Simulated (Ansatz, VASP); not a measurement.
**GaSb in VASP and in Ansatz**

Contents of POSCAR:

```
GaSb
1.0
    0.0000000000      3.0658787994      3.0658787994
    3.0658787994      0.0000000000      3.0658787994
    3.0658787994      3.0658787994      0.0000000000
Ga Sb
1 1
Direct
    0.0000000000      0.0000000000      0.0000000000
    0.2500000000      0.2500000000      0.2500000000
```

File INCAR.step1:

```
SYSTEM = GaSb
PREC = Accurate ; ENCUT = 550
ISMEAR = -1 ; SIGMA = 0.02
LREAL = .False. ; LASPH = .True.
NELM = 120 ; NBANDS = 21
GGA = PE ; ALGO = Normal
EDIFF = 1E-5 ; LWAVE = .True.
LCHARG = .False. ; GGA_COMPAT = .False.
```

File INCAR.step2:

```
SYSTEM = GaSb
PREC = Accurate ; ENCUT = 550
EDIFF = 1E-6 ; ISMEAR = -1
SIGMA = 0.02 ; LREAL = .False.
LASPH = .True. ; NELM = 120
ALGO = Normal ; ISIF = 2
LWAVE = .False. ; LCHARG = .False.
METAGGA = R2SCAN ; LMIXTAU = .True.
NBANDS = 21 ; ISTART = 1
GGA_COMPAT = .False.
```

KPOINTS

```
Automatic mesh
0
Gamma
  8 8 8
  0 0 0
```

Input for Ansatz:

```yaml
crystal:
  lattice:
    - [0.0, 3.0658787994, 3.0658787994]
    - [3.0658787994, 0.0, 3.0658787994]
    - [3.0658787994, 3.0658787994, 0.0]
  atoms:
    - { symbol: Ga, position: [0.0, 0.0, 0.0] }
    - { symbol: Sb, position: [0.25, 0.25, 0.25] }
kpoints:
  mp_grid: { grid: [8, 8, 8] }
  band_path:
    path:
      - [0.0, 0.0, 0.0]
      - [-0.5, -0.5, 0.0]
      - [-0.375, -0.375, 0.25]
      - [-0.375, 0.0, 0.375]
      - [0.0, 0.0, 0.5]
      - [-0.5, -0.25, 0.25]
    npoints: 1
hamiltonian:
  xc: r2scan
scf:
  occupations: { method: fermi_dirac, width: 0.02 }
  n_extra_bands: 4
output:
  forces: true
  stress: true
  eigenvalues: true
  write_density: true
  write_potential: true
  elf: true
  volumetric_format: npy
```

Alike in both runs: task single point; functional r2SCAN; k mesh 8 × 8 × 8; occupations fermi-dirac, width 0.02 eV; no spin polarisation.

|  | VASP | Ansatz |
| --- | --- | --- |
| version | VASP 6.6.1 | Ansatz 0.2.0 |
| potentials or method | VASP PAW PBE potentials, release 64 (Ga_d, Sb_d_GW) | plane waves, PAW |
| plane-wave cutoff (eV) | 550 | 500 |
| valence electrons in the cell | 28 | 28 |

|  | VASP | Ansatz | Ansatz less VASP |
| --- | --- | --- | --- |
| pressure (GPa) | 0.0 | 0.0 | 0.00 |

VASP's potentials were made for PBE, not for r2SCAN. With one functional, cell and mesh, what is left measures potentials, basis and numerics.

Neither program's run includes spin-orbit coupling.
